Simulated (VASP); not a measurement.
# Sb (R-3m) in VASP: a series of runs

Sb is run at these levels: PBE, RPBE+D3(BJ); tasks: relaxation of cell and atoms, single point.

Program: VASP 6.6.1. These are calculated values, not measurements. Logs are shortened: lines on timing, memory, paths and dates and some standing lists are left out, and cuts for length are marked.

## 1. The cell of the first run

Symmetry: R-3m, No. 166, trigonal system. The conventional cell has a = 4.308 Å, b = 4.308 Å, c = 11.274 Å, α = 90.00°, β = 90.00°, γ = 120.00°. Within 3.8 Å of Sb (site symmetry 3m) lie 6 Sb at 2.91 to 3.35 Å.

## 2. Relaxation of cell and atoms, PBE, target pressure 20 GPa, at which the enthalpy is minimised

Contents of INCAR:

```
SYSTEM = Sb
PREC = Accurate
ENCUT = 500
EDIFF = 1E-7
ISMEAR = -1
SIGMA = 0.05
LREAL = .False.
LASPH = .True.
NELM = 120
ALGO = Normal
ISIF = 3
LWAVE = .False.
LCHARG = .False.
GGA = PE
IBRION = 2
NSW = 60
EDIFFG = -0.01
PSTRESS = 200.0
GGA_COMPAT = .False.
NELMIN = 4
```

Contents of KPOINTS:

```
Automatic mesh
0
Gamma
  8 8 8
  0 0 0
```

Contents of POSCAR:

```
Sb
1.0
    2.1542000000      1.2437279499      3.7580000000
   -2.1542000000      1.2437279499      3.7580000000
    0.0000000000     -2.4874558998      3.7580000000
Sb
2
Direct
    0.7665100000      0.7665100000      0.7665100000
    0.2334900000      0.2334900000      0.2334900000
```

Potentials or basis: VASP PAW PBE potentials, release 64 (Sb_d_GW).

The run is started by

```
$ cat potpaw_PBE.64/Sb_d_GW/POTCAR > POTCAR
$ mpirun -np 1 vasp_std > vasp.out
```

OUTCAR:

```text
SYSTEM = Sb
   PREC = Accurate
   ENCUT = 500
   EDIFF = 1E-7
   ISMEAR = -1
   LREAL = .False.
   LASPH = .True.
   NELM = 120
   ISIF = 3
   GGA = PE
   IBRION = 2
   NSW = 60
   EDIFFG = -0.01
   PSTRESS = 200.0
   NELMIN = 4

 ion  position               nearest neighbor table
   1  0.767  0.767  0.767-   2 2.91   2 2.91   2 2.91   2 3.35   2 3.35   2 3.35
   2  0.233  0.233  0.233-   1 2.91   1 2.91   1 2.91   1 3.35   1 3.35   1 3.35

  LATTYP: Found a trigonal (rhomboedric) cell.
 ALAT       =     4.5066618304
 COS(alpha) =     0.5430253624

  Lattice vectors:

 A1 = (   2.1542000000,   1.2437279499,   3.7580000000)
 A2 = (  -2.1542000000,   1.2437279499,   3.7580000000)
 A3 = (   0.0000000000,  -2.4874558998,   3.7580000000)

Analysis of symmetry for initial positions (statically):
=====================================================================
 Subroutine PRICEL returns:
 Original cell was already a primitive cell.

 Routine SETGRP: Setting up the symmetry group for a
 trigonal (rhombohedral) supercell.

 Subroutine GETGRP returns: Found 12 space group operations
 (whereof 12 operations were pure point group operations)
 out of a pool of 12 trial point group operations.

The static configuration has the point symmetry D_3d.

Analysis of symmetry for dynamics (positions and initial velocities):
=====================================================================
 Subroutine PRICEL returns:
 Original cell was already a primitive cell.

 Routine SETGRP: Setting up the symmetry group for a
 trigonal (rhombohedral) supercell.

 Subroutine GETGRP returns: Found 12 space group operations
 (whereof 12 operations were pure point group operations)
 out of a pool of 12 trial point group operations.

The dynamic configuration has the point symmetry D_3d.

 Subroutine INISYM returns: Found 12 space group operations
 (whereof 12 operations are pure point group operations),
 and found     1 'primitive' translations

----------------------------------------------------------------------------------------

                                     Primitive cell

  volume of cell :      60.4115

  direct lattice vectors                    reciprocal lattice vectors
     2.154200000  1.243727950  3.758000000     0.232104726  0.134005726  0.088699663
    -2.154200000  1.243727950  3.758000000    -0.232104726  0.134005726  0.088699663
     0.000000000 -2.487455900  3.758000000     0.000000000 -0.268011452  0.088699663

  length of vectors
     4.506661830  4.506661830  4.506661830     0.282307932  0.282307932  0.282307932

  position of ions in fractional coordinates (direct lattice)
     0.766510000  0.766510000  0.766510000
     0.233490000  0.233490000  0.233490000

  ion indices of the primitive-cell ions
   primitive index   ion index
                 1           1
                 2           2

----------------------------------------------------------------------------------------

 KPOINTS: Automatic mesh

Automatic generation of k-mesh.
 Grid dimensions read from file:
 generate k-points for:    8    8    8

 Generating k-lattice:

  Cartesian coordinates                     Fractional coordinates (reciprocal lattice)
     0.029013091  0.016750716  0.011087458     0.125000000  0.000000000  0.000000000
    -0.029013091  0.016750716  0.011087458     0.000000000  0.125000000  0.000000000
     0.000000000 -0.033501431  0.011087458     0.000000000  0.000000000  0.125000000

  Length of vectors
     0.035288491  0.035288491  0.035288491

  Shift w.r.t. Gamma in fractional coordinates (k-lattice)
     0.000000000  0.000000000  0.000000000

 Subroutine IBZKPT returns following result:
 ===========================================

 Found     65 irreducible k-points:

 Following reciprocal coordinates:
            Coordinates               Weight
  0.000000  0.000000  0.000000      1.000000
  0.125000 -0.000000  0.000000      6.000000
  0.250000 -0.000000  0.000000      6.000000
  0.375000 -0.000000 -0.000000      6.000000
  0.500000 -0.000000  0.000000      3.000000
  0.125000  0.125000  0.000000      6.000000
[... 16 lines left out ...]
  0.250000  0.125000  0.125000      6.000000
  0.375000  0.125000  0.125000      6.000000
 [... further k-points ...]
   k-points           NKPTS =     65   k-points in BZ     NKDIM =     65   number of bands    NBANDS=     19
   number of dos      NEDOS =    301   number of ions     NIONS =      2
   total plane-waves  NPLWV =  46656
   dimension x,y,z NGX =    36 NGY =   36 NGZ =   36
   dimension x,y,z NGXF=    72 NGYF=   72 NGZF=   72
   ions per type =               2
   NGX,Y,Z   is equivalent  to a cutoff of  13.28, 13.28, 13.28 a.u.
   NGXF,Y,Z  is equivalent  to a cutoff of  26.56, 26.56, 26.56 a.u.
 SYSTEM =  Sb
   PREC   = accura    normal or accurate (medium, high low for compatibility)
   ISTART =      0    job   : 0-new  1-cont  2-samecut
   ICHARG =      2    charge: 1-file 2-atom 10-const
   ISPIN  =      1    spin polarized calculation?
   LNONCOLLINEAR =      F non collinear calculations
   LSORBIT =      F    spin-orbit coupling
   LASPH  =      T    aspherical Exc in radial PAW
   ENCUT  =  500.0 eV  36.75 Ry    6.06 a.u.   8.22  8.22  8.22*2*pi/ulx,y,z
   NELM   =    120;   NELMIN=  4; NELMDL= -5     # of ELM steps
   EDIFF  = 0.1E-06   stopping-criterion for ELM
   LREAL  =      F    real-space projection
   EDIFFG = -.1E-01   stopping-criterion for IOM
   NSW    =     60    number of steps for IOM
   IBRION =      2    ionic relax: 0-MD 1-quasi-New 2-CG
   NFREE  =      1    steps in history (QN), initial steepest desc. (CG)
   ISIF   =      3    stress and relaxation
   ISYM   =      2    0-nonsym 1-usesym 2-fastsym
   POTIM  = 0.5000    time-step for ionic-motion
   TEBEG  =    0.0;   TEEND  =   0.0 temperature during run
   PSTRESS=  200.0 pullay stress
   NELECT =      30.0000    total number of electrons
   NUPDOWN=      -1.0000    fix difference up-down
   EMIN   =  10.00;   EMAX   =-10.00  energy-range for DOS
   EFERMI =   0.00;   METHOD = LEGACY
   ISMEAR =    -1;   SIGMA  =   0.05  broadening in eV -4-tet -1-fermi 0-gaus
   EFERMI_NEDOS =   21; number of points for ismear=-14 and -15
   IALGO  =     38    algorithm
   IMIX   =      4    mixing-type and parameters
     AMIX     =   0.40;   BMIX     =  1.00
     AMIX_MAG =   1.60;   BMIX_MAG =  1.00
  volume/ion in A,a.u.               =      30.21       203.84
  Fermi-wavevector in a.u.,A,eV,Ry     =   1.296409  2.449858 22.866996  1.680677
  Thomas-Fermi vector in A             =   2.427867
   LORBIT       =      0    0 simple, 1 ext, 2 COOP (PROOUT), +10 PAW based schemes
   GGA     = PE    functional components
   LHFCALC =     F    Hartree Fock is set to
   AEXX    =    0.0000 exact exchange contribution
   IVDW    =     0    specifies the selected vdW correction
   LEPSILON=     F    determine dielectric tensor
   LRPA    =     F    only Hartree local field effects (RPA)
 conjugate gradient relaxation of ions
 non-spin polarized calculation
  energy-cutoff  :      500.00
  volume of cell :       60.41
 maximum number of plane-waves:      1552
 NGX is ok and might be reduce to    36
   NGX = 17   NGY = 17   NGZ = 17

--------------------------------------- Ionic step        1  -------------------------------------------

 number of electron      30.0000008 magnetization

 Free energy of the ion-electron system (eV)
  ---------------------------------------------------
  ext. energy  EPLUGINS =         0.00000000
  ---------------------------------------------------
  free energy    TOTEN  =        -8.29222804 eV

  energy without entropy =       -8.28915701  energy(sigma->0) =       -8.29069252

 E-fermi :   5.4579     XC(G=0):  -9.8965

 val. band max:        5.4332876587   @ k =   0.3750   0.2500   0.2500
 cond. band min:       5.4659021429   @ k =   0.3750   0.1250   0.1250
 fundamental gap:      0.0326144842
 Fermi energy:         5.4579259245

 k-point     1 :       0.0000    0.0000    0.0000
  band No.  band energies     occupation
      1     -24.0980      2.00000
      2     -24.0980      2.00000
      3     -24.0105      2.00000
      4     -24.0105      2.00000
      5     -23.9858      2.00000
      6     -23.8973      2.00000
[... 505 lines left out ...]
      6     -23.9130      2.00000
[... 11 lines left out ...]
     18       8.4077      0.00000
     19      10.4087      0.00000

 [... further k-points ...]

------------------------ aborting loop because EDIFF is reached ----------------------------------------

  FORCE on cell =-STRESS in cart. coord.  units (eV):
  Direction    XX          YY          ZZ          XY          YZ          ZX
  --------------------------------------------------------------------------------------
  -------------------------------------------------------------------------------------
  Total        1.0708493      1.0708493      0.8655758      0.0000000      0.0000000      0.0000000
  in kB       28.4000747     28.4000747     22.9560007      0.0000000      0.0000000      0.0000000
  external PRESSURE =    -173.4146166 kB  Pullay stress =     200.0000000 kB
[... 25 lines left out ...]
--------------------------------------- Ionic step        2  -------------------------------------------

 number of electron      29.9999998 magnetization

 E-fermi :  12.3609     XC(G=0): -12.5330

 val. band max:       12.3414488124   @ k =   0.3750   0.2500   0.2500
 cond. band min:      12.3731683752   @ k =  -0.3750  -0.3750   0.1250
 fundamental gap:      0.0317195628
 Fermi energy:        12.3608646052

 k-point     1 :       0.0000    0.0000    0.0000
  band No.  band energies     occupation
      1     -18.9278      2.00000
      2     -18.9278      2.00000
      3     -18.5334      2.00000
      4     -18.5334      2.00000
      5     -18.4809      2.00000
      6     -17.9610      2.00000
[... 505 lines left out ...]
      6     -18.0677      2.00000
[... 11 lines left out ...]
     18      16.5892      0.00000
     19      17.5826      0.00000

 [... further k-points ...]

------------------------ aborting loop because EDIFF is reached ----------------------------------------

  FORCE on cell =-STRESS in cart. coord.  units (eV):
  Direction    XX          YY          ZZ          XY          YZ          ZX
  --------------------------------------------------------------------------------------
  -------------------------------------------------------------------------------------
  Total       23.3555867     23.3555867     20.7179192      0.0000000      0.0000000     -0.0000000
  in kB     1036.6269969   1036.6269969    919.5553379      0.0000000      0.0000000     -0.0000000
  external PRESSURE =     797.6031106 kB  Pullay stress =     200.0000000 kB
[... 59 lines left out ...]
  energy  without entropy=       -7.7510414948  energy(sigma->0) =       -7.75271542

  enthalpy is  TOTEN    =        -1.3902911668 eV   P V=        6.3640981879

[... ionic steps 4 to 14 ...]

--------------------------------------- Ionic step       15  -------------------------------------------

 number of electron      30.0000007 magnetization

------------------------ aborting loop because EDIFF is reached ----------------------------------------
[... 71 lines left out ...]
--------------------------------------- Ionic step       17  -------------------------------------------

 number of electron      30.0000007 magnetization

 Free energy of the ion-electron system (eV)
  ---------------------------------------------------
  ext. energy  EPLUGINS =         0.00000000
  ---------------------------------------------------
  free energy    TOTEN  =        -7.60027304 eV

  energy without entropy =       -7.59225435  energy(sigma->0) =       -7.59626369

 E-fermi :   7.7472     XC(G=0): -11.0278

 val. band max:        7.6366940531   @ k =  -0.3750   0.5000   0.3750
 cond. band min:       7.7915332199   @ k =   0.3750  -0.0000  -0.0000
 fundamental gap:      0.1548391667
 Fermi energy:         7.7472394153

 k-point     1 :       0.0000    0.0000    0.0000
  band No.  band energies     occupation
      1     -21.9295      2.00000
      2     -21.9295      2.00000
      3     -21.7667      2.00000
      4     -21.7664      2.00000
      5     -21.7664      2.00000
      6     -21.5662      2.00000
[... 505 lines left out ...]
      6     -21.6267      2.00000
[... 11 lines left out ...]
     18      11.8306      0.00000
     19      12.7339      0.00000

 [... further k-points ...]

------------------------ aborting loop because EDIFF is reached ----------------------------------------

  FORCE on cell =-STRESS in cart. coord.  units (eV):
  Direction    XX          YY          ZZ          XY          YZ          ZX
  --------------------------------------------------------------------------------------
  -------------------------------------------------------------------------------------
  Total        6.0079981      6.0079981      6.0168886      0.0000000     -0.0000000     -0.0000000
  in kB      199.8686104    199.8686104    200.1643711      0.0000000     -0.0000000     -0.0000000
  external PRESSURE =      -0.0328027 kB  Pullay stress =     200.0000000 kB
[... 21 lines left out ...]
  energy  without entropy=       -7.5922543495  energy(sigma->0) =       -7.59626369

  enthalpy is  TOTEN    =        -1.5883254213 eV   P V=        6.0119476169

 reached required accuracy - stopping structural energy minimisation
```

Wall time 31 min (1 thread of AMD EPYC 7R43 (Zen 3), shared host); peak memory 0.26 GiB.

Results:

| Property | Result |
| --- | --- |
| Free energy | -7.6003 eV |
| Relaxed volume | 24.08 Å³/atom |
| Relaxed cell | a = 4.085 Å, b = 4.085 Å, c = 4.085 Å, α = 59.96°, β = 59.96°, γ = 59.96° |
| Space group after relaxing (to 0.1 Å) | Pm-3m (No. 221) |
| Energy change on relaxing (the run minimises the enthalpy) | +346.0 meV/atom |
| Ionic steps | 17 |
| Pressure after relaxing | 20.0 GPa |
| Band gap on the k mesh | zero (bands 15 and 16 overlap by 1.27 eV) |

The path:
```tsv
step	energy change (eV)	largest force (eV/Å)	pressure (GPa)	volume (Å³)
1	0.0000	0.1602	2.66	60.41
2	5.0222	4.7980	99.76	36.10
3	0.5378	1.2239	17.92	50.98
4	0.6115	1.3177	19.52	50.35
5	0.6419	1.3551	20.16	50.10
6	0.6614	0.6997	20.50	48.96
7	0.7468	0.3355	21.58	47.88
8	1.0714	0.4153	28.39	45.72
9	0.8034	0.2152	22.61	47.37
10	0.8265	0.1512	23.06	47.18
11	0.4423	0.0026	14.03	50.53
12	0.6815	0.0767	19.77	48.26
13	0.6842	0.0798	19.85	48.23
14	0.6881	0.0583	19.94	48.20
15	0.6985	0.0026	20.16	48.11
16	0.6705	0.0087	19.51	48.33
17	0.6920	0.0016	20.00	48.16
```

Final structure:
```
Sb
1.0
     2.04129    1.17854    3.33654
    -2.04129    1.17854    3.33654
     0.00000   -2.35708    3.33654
Sb
2
Direct
  0.75003 0.75003 0.75003
  0.24997 0.24997 0.24997
```

Levels at points of the mesh, in eV from the Fermi level:
| k point | band 12 | band 13 | band 14 | band 15 | band 16 | band 17 | band 18 | band 19 |
| --- | --- | --- | --- | --- | --- | --- | --- | --- |
| (0.00, 0.00, 0.00) | -3.13 | -2.12 | -2.11 | -2.11 | 3.75 | 3.75 | 3.76 | 4.54 |
| (0.50, 0.00, 0.00) | -10.98 | -0.94 | -0.94 | -0.93 | -0.93 | 0.51 | 0.51 | 9.68 |
| (0.50, 0.50, 0.00) | -7.37 | -7.25 | -4.63 | -4.63 | 1.29 | 6.55 | 6.55 | 9.63 |
| (0.50, 0.50, 0.50) | -10.99 | -0.93 | -0.93 | -0.93 | -0.93 | 0.52 | 0.52 | 9.68 |

Caveat: the cell is relaxed towards a set pressure, so the run minimises the enthalpy, not the energy; the volume moved by over 15 % at a fixed basis, so the end points are rough; spin-orbit coupling is left out, which moves the levels of the heavy elements.

## 3. Single point, RPBE+D3(BJ)

This run uses another cell than the first one, of 23.12 Å³/atom.

Contents of INCAR:

```
PREC = Accurate ; ENCUT = 520
EDIFF = 1E-6 ; ISMEAR = -1
SIGMA = 0.05 ; LREAL = F
LASPH = T ; NELM = 80
ALGO = Normal ; ISIF = 2
LWAVE = F ; LCHARG = F
GGA = RP ; IVDW = 12
NBANDS = 12
```

Contents of KPOINTS:

```
regular mesh
0
Gamma
  8 8 8
```

Contents of POSCAR:

```
Sb
1.0
    1.9566177115      1.1296537624      3.4859640726
   -1.9566177115      1.1296537624      3.4859640726
    0.0000000000     -2.2593075249      3.4859640726
Sb
2
Direct
    0.7500137050      0.7500137050      0.7500137050
    0.2499862950      0.2499862950      0.2499862950
```

Potentials or basis: VASP PAW PBE potentials, release 64 (Sb).

The run is started by

```
$ cat potpaw_PBE.64/Sb/POTCAR > POTCAR
$ mpirun -np 1 vasp_std > vasp.out
```

Wall time 42 s (1 thread of AMD EPYC 7R43 (Zen 3), shared host); peak memory 0.16 GiB.

Results (log left out):

| Item | Value |
| --- | --- |
| Free energy | -12.4759 eV |
| Pressure | 0.2 GPa |
| Band gap on the k mesh | zero (bands 5 and 6 overlap by 1.48 eV) |
| Dispersion energy per atom | -3.032 eV |

Stress tensor (GPa, compression positive):
```
0.20 0.00 0.00
0.00 0.20 0.00
0.00 0.00 0.29
```

Levels at points of the mesh, in eV from the Fermi level:
```
           k point  band 2  band 3  band 4  band 5  band 6  band 7  band 8  band 9
(0.00, 0.00, 0.00)   -3.11   -2.89   -1.72   -1.72    3.75    3.80    3.80    4.17
(0.50, 0.00, 0.00)  -11.11   -1.51   -1.50   -0.91   -0.90    0.45    0.45    8.16
(0.50, 0.50, 0.00)   -7.60   -7.34   -5.26   -4.41    1.14    6.62    6.80    9.51
(0.50, 0.50, 0.50)  -11.56   -0.47   -0.47   -0.47   -0.47    1.40    1.40    9.32
```

Caveat: the PAW data sets were made with another functional, which shifts forces and pressure a little; spin-orbit coupling is left out, which moves the levels of the heavy elements.
